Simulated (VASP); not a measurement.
Here is a VASP 6.6.1 calculation.

INCAR

```
PREC = Accurate
ENCUT = 500
EDIFF = 1E-6
ISMEAR = 0
SIGMA = 0.01
LREAL = False
LASPH = True
NELM = 120
ALGO = Normal
ISIF = 2
LWAVE = False
LCHARG = False
GGA = PE
NBANDS = 16
GGA_COMPAT = False
```

KPOINTS

```
Automatic mesh
0
Gamma
  5 5 5
```

The input POSCAR:

```
GaAs
1.0
    0.0000000000      2.8716319785      2.8716319785
    2.8716319785      0.0000000000      2.8716319785
    2.8716319785      2.8716319785      0.0000000000
Ga As
1 1
Direct
    0.0000000000      0.0000000000      0.0000000000
    0.2500000000      0.2500000000      0.2500000000
```

Potentials or basis: VASP PAW PBE potentials, release 64 (Ga_d, As).

Command:

```console
$ cat potpaw_PBE.64/Ga_d/POTCAR potpaw_PBE.64/As/POTCAR > POTCAR
$ mpirun -np 1 vasp_std > vasp.out
```

(1) What does it give for the band gap on the k mesh?

(2) Predict the pressure.

Answers

(1) 0.16 eV, direct.

(2) 0.2 GPa.

**What was measured.**

“Evidence of valence band perturbations in GaAsN/GaAs(001): A combined variable-angle spectroscopic ellipsometry and modulated photoreflectance investigation”, 2008, arxiv:0805.2212 reports, for a bulk crystal of GaAs at 300 K: band gap 1.412 ± 0.01 eV (direct).

A measured gap of GaAs is 1.412 eV (direct; 300 K; “Evidence of valence band perturbations in GaAsN/GaAs(001): A combined variable-angle spectroscopic ellipsometry and modulated photoreflectance investigation”, 2008, arxiv:0805.2212); the calculated 0.16 eV misses it by -1.25 eV. So large a miss can be the level of theory's own, or it may mean another phase, state or a wrong row. 3 values of this kind are on record (1.412 to 1.51 eV); this one was drawn at random among those near their median, those with a stated uncertainty first. Spin-orbit coupling on As, Ga is left out. The value is that of PBE, without temperature or zero-point motion. Semilocal functionals fall short of measured gaps as a rule.
